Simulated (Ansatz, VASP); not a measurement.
Two plane-wave programs on Tl

```
Tl
1.0
     3.62145    0.00000    0.00000
    -1.81072    3.13627    0.00000
     0.00000    0.00000   11.45951
Tl
4
Direct
  0.00000 0.00000 0.00000
  0.00000 0.00000 0.50000
  0.33333 0.66667 0.25000
  0.66667 0.33333 0.75000
```

Alike in both runs: task single point; functional BLYP; k mesh 11 × 11 × 3; occupations fermi-dirac, width 0.1 eV; no spin polarisation.

|  | VASP | Ansatz |
| --- | --- | --- |
| version | VASP 6.6.1 | Ansatz 0.2.0 |
| potentials or method | VASP PAW PBE potentials, release 64 (Tl_d), cutoff 520 eV | plane waves (420 eV) with PAW, scalar-relativistic |
| valence electrons in the cell | 52 | 52 |

Ansatz gave:

- pressure (GPa): 1.9
- traceless stress, the component that is largest in VASP (GPa): 0.17

Problem. Estimate VASP's values.

Solution. Pressure (GPa): 1.9; traceless stress, the component that is largest in VASP (GPa): 0.18.

VASP's potentials were made for PBE, not for BLYP.

Spin-orbit coupling is off throughout.
